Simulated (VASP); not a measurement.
# Te2Mo in VASP: further runs, part 2 of 3

VASP 6.6.1. The steps go on from the part before.

## Step 4: Single point, PBEsol (strain along c alone, the other axes held: +1.5 %, then relaxed in part)

File INCAR:

```
PREC = Accurate
ENCUT = 520
EDIFF = 1E-6
ISMEAR = 0
SIGMA = 0.02
LREAL = F
LASPH = T
NELM = 60
ALGO = Normal
ISIF = 2
LWAVE = F
LCHARG = F
GGA = PS
NBANDS = 20
```

File KPOINTS:

```
regular mesh
0
Gamma
  12 12 2
```

File POSCAR:

```
Te2Mo
1.0
    3.4910750445      0.0000000000      0.0000000000
   -1.7455375222      3.0233596750      0.0000000000
    0.0000000000      0.0000000000     17.7893202090
Te Mo
2 1
Direct
    0.3333333333      0.6666666667      0.8986255695
    0.3333333333      0.6666666667      0.1013744305
    0.0000000000      0.0000000000      0.0000000000
```

Started as:

```sh
$ cat potpaw_PBE.64/Te/POTCAR potpaw_PBE.64/Mo_sv/POTCAR > POTCAR
$ mpirun -np 1 vasp_std > vasp.out
```

Wall time 4.4 min (1 thread of Intel Xeon 6975P-C, shared host); peak memory 0.4 GiB.

The run converged. Its results:

| Property | Result |
| --- | --- |
| Free energy | -19.6145 eV |
| Largest force | 0.030 eV/Å |
| Band gap on the k mesh | 1.20 eV, direct |

Forces in eV/Å, atoms in the order of the input:
```
Te   0.000  0.000 -0.030
Te   0.000  0.000  0.030
Mo   0.000  0.000  0.000
```

Levels at points of the mesh, in eV from the valence-band top:
```tsv
k point	band 9	band 10	band 11	band 12	band 13	band 14	band 15	band 16	band 17	band 18
(0.00, 0.00, 0.00)	-1.64	-1.64	-0.83	-0.83	-0.56	3.29	3.29	3.59	3.59	4.27
(0.50, 0.00, 0.00)	-3.38	-2.30	-1.68	-0.78	-0.19	1.54	1.84	3.38	3.84	4.01
(0.00, 0.00, 0.50)	-1.64	-1.64	-0.83	-0.83	-0.56	3.29	3.29	3.59	3.59	4.39
(0.50, 0.00, 0.50)	-3.38	-2.30	-1.68	-0.78	-0.19	1.54	1.84	3.38	3.84	4.01
```

Caveat: the cell differs from its parent crystal (strain along c alone, the other axes held: +1.5 %, then relaxed in part); the PAW data sets were made with another functional, which shifts forces and pressure a little; spin-orbit coupling is left out, which moves the levels of the heavy elements.

## Step 5: Single point, PBEsol (strain along c alone, the other axes held: +3.0 %, then relaxed in part)

File INCAR:

```
SYSTEM = Te2Mo
ALGO = Normal
EDIFF = 1E-7
ENCUT = 520
GGA = PS
ISIF = 2
ISMEAR = 0
LASPH = .True.
LCHARG = .False.
LREAL = .False.
LWAVE = .False.
NBANDS = 20
NELM = 80
PREC = Accurate
SIGMA = 0.02
```

File KPOINTS:

```
k-points
0
Gamma
  12 12 2
  0 0 0
```

File POSCAR:

```
Te2Mo
1.0
    3.4910750445      0.0000000000      0.0000000000
   -1.7455375222      3.0233596750      0.0000000000
    0.0000000000      0.0000000000     18.0522165667
Te Mo
2 1
Direct
    0.3333333333      0.6666666667      0.9001019060
    0.3333333333      0.6666666667      0.0998980940
    0.0000000000      0.0000000000      0.0000000000
```

Potentials or basis: VASP PAW PBE potentials, release 64 (Te, Mo_sv).

Started as:

```sh
$ cat potpaw_PBE.64/Te/POTCAR potpaw_PBE.64/Mo_sv/POTCAR > POTCAR
$ mpirun -np 1 vasp_std > vasp.out
```

OUTCAR:

```text
SYSTEM = Te2Mo
   EDIFF = 1E-7
   ENCUT = 520
   GGA = PS
   ISIF = 2
   ISMEAR = 0
   LASPH = .True.
   LREAL = .False.
   NELM = 80
   PREC = Accurate

 ion  position               nearest neighbor table
   1  0.333  0.667  0.900-   3 2.70   3 2.70   3 2.70   2 3.61
   2  0.333  0.667  0.100-   3 2.70   3 2.70   3 2.70   1 3.61
   3  0.000  0.000  0.000-   1 2.70   2 2.70   1 2.70   2 2.70   1 2.70   2 2.70

  LATTYP: Found a hexagonal cell.
 ALAT       =     3.4910750445
 C/A-ratio  =     5.1709620494

  Lattice vectors:

 A1 = (   3.4910750445,   0.0000000000,   0.0000000000)
 A2 = (  -1.7455375222,   3.0233596750,   0.0000000000)
 A3 = (   0.0000000000,   0.0000000000,  18.0522165667)

Analysis of symmetry for initial positions (statically):
=====================================================================
 Subroutine PRICEL returns:
 Original cell was already a primitive cell.

 Routine SETGRP: Setting up the symmetry group for a
 hexagonal supercell.

 Subroutine GETGRP returns: Found 12 space group operations
 (whereof 12 operations were pure point group operations)
 out of a pool of 24 trial point group operations.

The static configuration has the point symmetry D_3h.

Analysis of symmetry for dynamics (positions and initial velocities):
=====================================================================
 Subroutine PRICEL returns:
 Original cell was already a primitive cell.

 Routine SETGRP: Setting up the symmetry group for a
 hexagonal supercell.

 Subroutine GETGRP returns: Found 12 space group operations
 (whereof 12 operations were pure point group operations)
 out of a pool of 24 trial point group operations.

The dynamic configuration has the point symmetry D_3h.

[... 113 lines left out ...]
   EMIN   =  10.00;   EMAX   =-10.00  energy-range for DOS
   EFERMI =   0.00;   METHOD = LEGACY
   ISMEAR =     0;   SIGMA  =   0.02  broadening in eV -4-tet -1-fermi 0-gaus
   EFERMI_NEDOS =   21; number of points for ismear=-14 and -15
   IALGO  =     38    algorithm
   IMIX   =      4    mixing-type and parameters
     AMIX     =   0.40;   BMIX     =  1.00
     AMIX_MAG =   1.60;   BMIX_MAG =  1.00
  volume/ion in A,a.u.               =      63.51       428.60
  Fermi-wavevector in a.u.,A,eV,Ry     =   0.842829  1.592716  9.665043  0.710361
  Thomas-Fermi vector in A             =   1.957598
   LORBIT       =      0    0 simple, 1 ext, 2 COOP (PROOUT), +10 PAW based schemes
   GGA     = PS    functional components
   LHFCALC =     F    Hartree Fock is set to
   AEXX    =    0.0000 exact exchange contribution
   IVDW    =     0    specifies the selected vdW correction
   LEPSILON=     F    determine dielectric tensor
   LRPA    =     F    only Hartree local field effects (RPA)
 non-spin polarized calculation
 Gauss-broadening in eV      SIGMA  =   0.02
  energy-cutoff  :      520.00
  volume of cell :      190.54
 maximum number of plane-waves:      5191
 NGX is ok and might be reduce to    28
   NGX = 13   NGY = 13   NGZ = 67

 number of electron      25.9999999 magnetization

 Free energy of the ion-electron system (eV)
  ---------------------------------------------------
  ext. energy  EPLUGINS =         0.00000000
  ---------------------------------------------------
  free energy    TOTEN  =       -19.61448634 eV

  energy without entropy =      -19.61448634  energy(sigma->0) =      -19.61448634

 E-fermi :   0.2073     XC(G=0):  -4.6978

 val. band max:        0.0916879193   @ k =   0.3333   0.3333   0.0000
 cond. band min:       1.2936944493   @ k =   0.3333   0.3333   0.0000
 fundamental gap:      1.2020065300
 Fermi energy:         0.2072503741

 k-point     1 :       0.0000    0.0000    0.0000
  band No.  band energies     occupation
      1     -60.4359      2.00000
      2     -34.6514      2.00000
      3     -34.4960      2.00000
      4     -34.4960      2.00000
      5     -12.6905      2.00000
      6     -11.7167      2.00000
[... 541 lines left out ...]
     19       6.0448      0.00000
     20       6.1649      0.00000

 [... further k-points ...]

------------------------ aborting loop because EDIFF is reached ----------------------------------------

  FORCE on cell =-STRESS in cart. coord.  units (eV):
  Direction    XX          YY          ZZ          XY          YZ          ZX
  --------------------------------------------------------------------------------------
  -------------------------------------------------------------------------------------
  Total        0.0422056      0.0422056      0.0958021      0.0000000     -0.0000000     -0.0000000
  in kB        0.3548958      0.3548958      0.8055755      0.0000000     -0.0000000     -0.0000000
  external PRESSURE =       0.5051224 kB  Pullay stress =       0.0000000 kB

 VOLUME and BASIS-vectors are now :
 -----------------------------------------------------------------------------
  energy-cutoff  :      520.00
  volume of cell :      190.54
      direct lattice vectors                 reciprocal lattice vectors
     3.491075045  0.000000000  0.000000000     0.286444716  0.165378934  0.000000000
    -1.745537522  3.023359675  0.000000000     0.000000000  0.330757868  0.000000000
     0.000000000  0.000000000 18.052216567     0.000000000  0.000000000  0.055394859

 POSITION                                       TOTAL-FORCE (eV/Angst)
 -----------------------------------------------------------------------------------
     -0.00000      2.01557     16.24883         0.000000      0.000000     -0.030267
     -0.00000      2.01557      1.80338         0.000000      0.000000      0.030267
      0.00000      0.00000      0.00000        -0.000000      0.000000      0.000000
 -----------------------------------------------------------------------------------
    total drift:                                0.000000     -0.000000     -0.000000

  FREE ENERGIE OF THE ION-ELECTRON SYSTEM (eV)
  ---------------------------------------------------
  free  energy   TOTEN  =       -19.6144863372 eV

  energy  without entropy=      -19.6144863372  energy(sigma->0) =      -19.61448634
```

Run time: 4.4 min. Hardware: 1 thread of Intel Xeon 6975P-C, shared host; peak memory 0.4 GiB.

What came out:

| Property | Result |
| --- | --- |
| Free energy | -19.6145 eV |
| Largest force | 0.030 eV/Å |
| Band gap on the k mesh | 1.20 eV, direct |

Forces in eV/Å, atoms in the order of the input:
```
Te   0.000  0.000 -0.030
Te   0.000  0.000  0.030
Mo   0.000  0.000  0.000
```

Caveat: the cell differs from its parent crystal (strain along c alone, the other axes held: +3.0 %, then relaxed in part); the PAW data sets were made with another functional, which shifts forces and pressure a little; spin-orbit coupling is left out, which moves the levels of the heavy elements.

## Step 6: Single point, PBEsol (strain along c alone, the other axes held: +4.5 %, then relaxed in part)

File INCAR:

```
PREC     = Accurate       # precision mode
ENCUT    = 520            # plane-wave cutoff, eV
EDIFF    = 1E-6           # SCF threshold, eV
ISMEAR   = 0              # smearing method
SIGMA    = 0.02           # smearing width, eV
LREAL    = F              # projectors in reciprocal space
LASPH    = T              # aspherical terms in the spheres
NELM     = 80             # most SCF steps
ALGO     = Normal         # electronic algorithm
ISIF     = 2              # what is computed and relaxed
LWAVE    = F              # write WAVECAR
LCHARG   = F              # write CHGCAR
GGA      = PS             # functional
NBANDS   = 20             # bands
```

File KPOINTS:

```
regular mesh
0
Gamma
  12 12 2
```

File POSCAR:

```
Te2Mo
1.0
    3.4910750445      0.0000000000      0.0000000000
   -1.7455375222      3.0233596750      0.0000000000
    0.0000000000      0.0000000000     18.3151129245
Te Mo
2 1
Direct
    0.3333333333      0.6666666667      0.9015359000
    0.3333333333      0.6666666667      0.0984641000
    0.0000000000      0.0000000000      0.0000000000
```

Potentials or basis: VASP PAW PBE potentials, release 64 (Te, Mo_sv).

Started as:

```sh
$ cat potpaw_PBE.64/Te/POTCAR potpaw_PBE.64/Mo_sv/POTCAR > POTCAR
$ mpirun -np 1 vasp_std > vasp.out
```

Wall time 4.5 min (1 thread of Intel Xeon 6975P-C, shared host); peak memory 0.4 GiB.

Results (log left out):

| Property | Result |
| --- | --- |
| Free energy | -19.6145 eV |
| Largest force | 0.030 eV/Å |
| Band gap on the k mesh | 1.20 eV, direct |

Forces on the atoms (eV/Å):
```
Te   0.000  0.000 -0.030
Te   0.000  0.000  0.030
Mo   0.000  0.000  0.000
```

Levels at points of the mesh, in eV from the valence-band top:
```
           k point  band 9  band 10  band 11  band 12  band 13  band 14  band 15  band 16  band 17  band 18
(0.00, 0.00, 0.00)   -1.64    -1.64    -0.83    -0.83    -0.56     3.29     3.29     3.59     3.59     4.28
(0.50, 0.00, 0.00)   -3.38    -2.30    -1.68    -0.78    -0.19     1.54     1.84     3.38     3.84     4.01
(0.00, 0.00, 0.50)   -1.64    -1.64    -0.83    -0.83    -0.56     3.29     3.29     3.59     3.59     4.38
(0.50, 0.00, 0.50)   -3.38    -2.30    -1.68    -0.78    -0.19     1.54     1.84     3.38     3.84     4.01
```

Caveat: the cell differs from its parent crystal (strain along c alone, the other axes held: +4.5 %, then relaxed in part); the PAW data sets were made with another functional, which shifts forces and pressure a little; spin-orbit coupling is left out, which moves the levels of the heavy elements.

(Part 2 of 3 ends here.)
